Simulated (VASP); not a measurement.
# H8CO6 in VASP: further runs

The runs below take H8CO6 through single point, with PBEsol.

All numbers are computed with VASP 6.6.1; they aren't measurements. Logs are shortened: lines on timing, memory, paths and dates and some standing lists are left out, and cuts for length are marked.

## (1) The cell of the first run

The cell holds an amorphous packing of atoms, 15 atoms: a = 5.511 Å, b = 5.511 Å, c = 5.511 Å, α = 90.00°, β = 90.00°, γ = 90.00°.

## (2) Single point, PBEsol

File INCAR:

```
SYSTEM = H8CO6
ALGO = Normal
EDIFF = 1E-6
ENCUT = 520
GGA = PS
ISIF = 2
ISMEAR = -1
LASPH = .True.
LCHARG = .False.
LREAL = Auto
LWAVE = .False.
NBANDS = 37
NELM = 60
PREC = Accurate
SIGMA = 0.05
```

File KPOINTS:

```
k-points
0
Gamma
  1 1 1
  0 0 0
```

File POSCAR:

```
H8CO6
1.0
    5.5112720000      0.0000000000      0.0000000000
    0.0000000000      5.5112720000      0.0000000000
    0.0000000000      0.0000000000      5.5112720000
O H C
6 8 1
Direct
    0.7454540440      1.0211072870      0.4038450652
    0.3526227702      0.4527267027      0.4160745469
    0.0612381316      0.6584686802      0.6236128429
    0.8654444927      0.2505229283     -0.0410794459
    0.5363553096      0.7953154916     -0.1345605878
    0.3324459399      1.0658700931      0.1105552402
    0.7490466811      0.9641331439      0.2301283624
    0.6451142313      0.9155599651      0.4986507652
    0.5390044258      0.4216812380      0.4341828892
    0.3449113018      0.6327577372      0.3600257799
    0.1099201781      0.5119870694      0.5612315995
   -0.0539077004      0.7368353440      0.5276458865
    0.7336418888      0.3612051809     -0.0058244267
    0.9267007689      0.2330133588     -0.2152497645
    0.4453781269      0.9309466127      0.0011794011
```

Potentials or basis: VASP PAW PBE potentials, release 64 (O, H, C).

Launch:

```console
$ cat potpaw_PBE.64/O/POTCAR potpaw_PBE.64/H/POTCAR potpaw_PBE.64/C/POTCAR > POTCAR
$ mpirun -np 1 vasp_gam > vasp.out
```

OUTCAR:

```text
SYSTEM = H8CO6
   EDIFF = 1E-6
   ENCUT = 520
   GGA = PS
   ISIF = 2
   ISMEAR = -1
   LASPH = .True.
   LREAL = Auto
   NELM = 60
   PREC = Accurate

 ion  position               nearest neighbor table
   1  0.745  0.021  0.404-   8 0.96   7 1.01
   2  0.353  0.453  0.416-  10 1.04   9 1.05
   3  0.061  0.658  0.624-  11 0.92  12 0.93
   4  0.865  0.251  0.959-  13 0.97  14 1.02
   5  0.536  0.795  0.865-  15 1.17
   6  0.332  0.066  0.111-  15 1.14
   7  0.749  0.964  0.230-   1 1.01
   8  0.645  0.916  0.499-   1 0.96
   9  0.539  0.422  0.434-   2 1.05
  10  0.345  0.633  0.360-   2 1.04
  11  0.110  0.512  0.561-   3 0.92
  12  0.946  0.737  0.528-   3 0.93
  13  0.734  0.361  0.994-   4 0.97
  14  0.927  0.233  0.785-   4 1.02
  15  0.445  0.931  0.001-   6 1.14   5 1.17

  LATTYP: Found a simple cubic cell.
 ALAT       =     5.5112720000

  Lattice vectors:

 A1 = (   5.5112720000,   0.0000000000,   0.0000000000)
 A2 = (   0.0000000000,   5.5112720000,   0.0000000000)
 A3 = (   0.0000000000,   0.0000000000,   5.5112720000)

Analysis of symmetry for initial positions (statically):
=====================================================================
 Subroutine PRICEL returns:
 Original cell was already a primitive cell.

 Routine SETGRP: Setting up the symmetry group for a
 simple cubic supercell.

 Subroutine GETGRP returns: Found  1 space group operations
 (whereof  1 operations were pure point group operations)
 out of a pool of 48 trial point group operations.

The static configuration has the point symmetry C_1 .

Analysis of symmetry for dynamics (positions and initial velocities):
=====================================================================
 Subroutine PRICEL returns:
 Original cell was already a primitive cell.

 Routine SETGRP: Setting up the symmetry group for a
 simple cubic supercell.

 Subroutine GETGRP returns: Found  1 space group operations
 (whereof  1 operations were pure point group operations)
 out of a pool of 48 trial point group operations.

The dynamic configuration has the point symmetry C_1 .

 Subroutine INISYM returns: Found  1 space group operations
 (whereof  1 operations are pure point group operations),
 and found     1 'primitive' translations

----------------------------------------------------------------------------------------

                                     Primitive cell

  volume of cell :     167.4000

  direct lattice vectors                    reciprocal lattice vectors
     5.511272000  0.000000000  0.000000000     0.181446316  0.000000000  0.000000000
     0.000000000  5.511272000  0.000000000     0.000000000  0.181446316  0.000000000
     0.000000000  0.000000000  5.511272000     0.000000000  0.000000000  0.181446316

  length of vectors
     5.511272000  5.511272000  5.511272000     0.181446316  0.181446316  0.181446316

  position of ions in fractional coordinates (direct lattice)
     0.745454044  0.021107287  0.403845065
     0.352622770  0.452726703  0.416074547
     0.061238132  0.658468680  0.623612843
     0.865444493  0.250522928  0.958920554
     0.536355310  0.795315492  0.865439412
     0.332445940  0.065870093  0.110555240
     0.749046681  0.964133144  0.230128362
     0.645114231  0.915559965  0.498650765
     0.539004426  0.421681238  0.434182889
     0.344911302  0.632757737  0.360025780
     0.109920178  0.511987069  0.561231599
     0.946092300  0.736835344  0.527645886
     0.733641889  0.361205181  0.994175573
     0.926700769  0.233013359  0.784750235
     0.445378127  0.930946613  0.001179401

  ion indices of the primitive-cell ions
   primitive index   ion index
                 1           1
                 2           2
                 3           3
                 4           4
                 5           5
                 6           6
                 7           7
                 8           8
                 9           9
                10          10
                11          11
                12          12
                13          13
                14          14
                15          15

----------------------------------------------------------------------------------------

 KPOINTS: k-points

Automatic generation of k-mesh.
 Grid dimensions read from file:
 generate k-points for:    1    1    1

 Generating k-lattice:

  Cartesian coordinates                     Fractional coordinates (reciprocal lattice)
     0.181446316  0.000000000  0.000000000     1.000000000  0.000000000  0.000000000
     0.000000000  0.181446316  0.000000000     0.000000000  1.000000000  0.000000000
     0.000000000  0.000000000  0.181446316     0.000000000  0.000000000  1.000000000

  Length of vectors
     0.181446316  0.181446316  0.181446316

  Shift w.r.t. Gamma in fractional coordinates (k-lattice)
     0.000000000  0.000000000  0.000000000

 Subroutine IBZKPT returns following result:
 ===========================================

 Found      1 irreducible k-points:

 Following reciprocal coordinates:
            Coordinates               Weight
  0.000000  0.000000  0.000000      1.000000
   k-points           NKPTS =      1   k-points in BZ     NKDIM =      1   number of bands    NBANDS=     37
   number of dos      NEDOS =    301   number of ions     NIONS =     15
   total plane-waves  NPLWV =  74088
   dimension x,y,z NGX =    42 NGY =   42 NGZ =   42
   dimension x,y,z NGXF=    84 NGYF=   84 NGZF=   84
   ions per type =               6   8   1
   NGX,Y,Z   is equivalent  to a cutoff of  12.67, 12.67, 12.67 a.u.
   NGXF,Y,Z  is equivalent  to a cutoff of  25.34, 25.34, 25.34 a.u.
 SYSTEM =  H8CO6
   PREC   = accura    normal or accurate (medium, high low for compatibility)
   ISTART =      0    job   : 0-new  1-cont  2-samecut
   ICHARG =      2    charge: 1-file 2-atom 10-const
   ISPIN  =      1    spin polarized calculation?
   LNONCOLLINEAR =      F non collinear calculations
   LSORBIT =      F    spin-orbit coupling
   LASPH  =      T    aspherical Exc in radial PAW
   ENCUT  =  520.0 eV  38.22 Ry    6.18 a.u.  10.25 10.25 10.25*2*pi/ulx,y,z
   NELM   =     60;   NELMIN=  2; NELMDL= -5     # of ELM steps
   EDIFF  = 0.1E-05   stopping-criterion for ELM
   LREAL  =      T    real-space projection
   EDIFFG = 0.1E-04   stopping-criterion for IOM
   NSW    =      0    number of steps for IOM
   IBRION =     -1    ionic relax: 0-MD 1-quasi-New 2-CG
   NFREE  =      0    steps in history (QN), initial steepest desc. (CG)
   ISIF   =      2    stress and relaxation
   ISYM   =      2    0-nonsym 1-usesym 2-fastsym
   POTIM  = 0.5000    time-step for ionic-motion
   TEBEG  =    0.0;   TEEND  =   0.0 temperature during run
   PSTRESS=    0.0 pullay stress
   NELECT =      48.0000    total number of electrons
   NUPDOWN=      -1.0000    fix difference up-down
   EMIN   =  10.00;   EMAX   =-10.00  energy-range for DOS
   EFERMI =   0.00;   METHOD = LEGACY
   ISMEAR =    -1;   SIGMA  =   0.05  broadening in eV -4-tet -1-fermi 0-gaus
   EFERMI_NEDOS =   21; number of points for ismear=-14 and -15
   IALGO  =     38    algorithm
   IMIX   =      4    mixing-type and parameters
     AMIX     =   0.40;   BMIX     =  1.00
     AMIX_MAG =   1.60;   BMIX_MAG =  1.00
  volume/ion in A,a.u.               =      11.16        75.31
  Fermi-wavevector in a.u.,A,eV,Ry     =   1.079535  2.040025 15.856173  1.165396
  Thomas-Fermi vector in A             =   2.215503
   LORBIT       =      0    0 simple, 1 ext, 2 COOP (PROOUT), +10 PAW based schemes
   GGA     = PS    functional components
   LHFCALC =     F    Hartree Fock is set to
   AEXX    =    0.0000 exact exchange contribution
   IVDW    =     0    specifies the selected vdW correction
   LEPSILON=     F    determine dielectric tensor
   LRPA    =     F    only Hartree local field effects (RPA)
 non-spin polarized calculation
  energy-cutoff  :      520.00
  volume of cell :      167.40
 maximum number of plane-waves:      2277
 NGX is ok and might be reduce to    42
   NGX = 21   NGY = 21   NGZ = 21

 number of electron      48.0000002 magnetization

 Free energy of the ion-electron system (eV)
  ---------------------------------------------------
  ext. energy  EPLUGINS =         0.00000000
  ---------------------------------------------------
  free energy    TOTEN  =       -80.16743354 eV

  energy without entropy =      -80.16743354  energy(sigma->0) =      -80.16743354

 E-fermi :  -1.4374     XC(G=0):  -7.1071

 val. band max:       -2.7152215775   @ k =   0.0000   0.0000   0.0000
 cond. band min:       0.6450497749   @ k =   0.0000   0.0000   0.0000
 fundamental gap:      3.3602713525
 Fermi energy:        -1.4374168746

 k-point     1 :       0.0000    0.0000    0.0000
  band No.  band energies     occupation
      1     -25.8094      2.00000
      2     -24.6760      2.00000
      3     -22.0934      2.00000
      4     -21.7628      2.00000
      5     -21.0201      2.00000
      6     -20.7659      2.00000
[... 28 lines left out ...]
     35       8.2696      0.00000
     36       8.8664      0.00000
 [bands above 36 left out]

------------------------ aborting loop because EDIFF is reached ----------------------------------------

  FORCE on cell =-STRESS in cart. coord.  units (eV):
  Direction    XX          YY          ZZ          XY          YZ          ZX
  --------------------------------------------------------------------------------------
  -------------------------------------------------------------------------------------
  Total        3.9282599      4.1865770      1.2280965     -4.4154697      2.8766317     -0.9713616
  in kB       37.5971788     40.0695190     11.7540504    -42.2602395     27.5320977     -9.2968531
  external PRESSURE =      29.8069161 kB  Pullay stress =       0.0000000 kB

 VOLUME and BASIS-vectors are now :
 -----------------------------------------------------------------------------
  energy-cutoff  :      520.00
  volume of cell :      167.40
      direct lattice vectors                 reciprocal lattice vectors
     5.511272000  0.000000000  0.000000000     0.181446316  0.000000000  0.000000000
     0.000000000  5.511272000  0.000000000     0.000000000  0.181446316  0.000000000
     0.000000000  0.000000000  5.511272000     0.000000000  0.000000000  0.181446316

 POSITION                                       TOTAL-FORCE (eV/Angst)
 -----------------------------------------------------------------------------------
      4.10840      0.11633      2.22570         0.952068      0.105903     -1.297209
      1.94340      2.49510      2.29310         4.077039      1.339745     -1.503373
      0.33750      3.62900      3.43690        -0.688692      2.951650      3.606758
      4.76970      1.38070      5.28487         1.061126     -1.387137     -0.788753
      2.95600      4.38320      4.76967         0.971916     -0.958403     -0.239687
      1.83220      0.36303      0.60930        -1.686303      1.882167      2.054677
      4.12820      5.31360      1.26830         0.350724      0.697862      1.266302
      3.55540      5.04590      2.74820        -0.809603     -0.561410      0.526535
      2.97060      2.32400      2.39290        -2.498462     -0.018170     -0.252057
      1.90090      3.48730      1.98420        -0.040115     -2.304815      0.972922
      0.60580      2.82170      3.09310         1.028112     -2.908168     -1.360157
      5.21417      4.06090      2.90800        -1.571191      1.160320     -1.378322
      4.04330      1.99070      5.47917         0.023668      0.401786     -1.082614
      5.10730      1.28420      4.32497        -1.429576      0.881494      1.882777
      2.45460      5.13070      0.00650         0.259289     -1.282823     -2.407800
 -----------------------------------------------------------------------------------
    total drift:                                0.000868     -0.003748     -0.009342

  FREE ENERGIE OF THE ION-ELECTRON SYSTEM (eV)
  ---------------------------------------------------
  free  energy   TOTEN  =       -80.1674335440 eV

  energy  without entropy=      -80.1674335440  energy(sigma->0) =      -80.16743354
```

Wall time 9.9 s (1 thread of Intel Xeon 6975P-C (Granite Rapids), shared host); peak memory 0.23 GiB.

Results:

```yaml
Free_energy: -80.1674 eV
Pressure: 3.0 GPa
Largest_force: 4.711 eV/Å
Band_gap_on_the_k_mesh: 3.36 eV
```

Forces in eV/Å, atoms in the order of the input:
```
O    0.952  0.106 -1.297
O    4.077  1.340 -1.503
O   -0.689  2.952  3.607
O    1.061 -1.387 -0.789
O    0.972 -0.958 -0.240
O   -1.686  1.882  2.055
H    0.351  0.698  1.266
H   -0.810 -0.561  0.527
H   -2.498 -0.018 -0.252
H   -0.040 -2.305  0.973
H    1.028 -2.908 -1.360
H   -1.571  1.160 -1.378
H    0.024  0.402 -1.083
H   -1.430  0.881  1.883
C    0.259 -1.283 -2.408
```

Caveat: the k points lie up to 1.14 Å⁻¹ apart; the PAW data sets were made with another functional, which shifts forces and pressure a little.

[end of part 1 of 2]
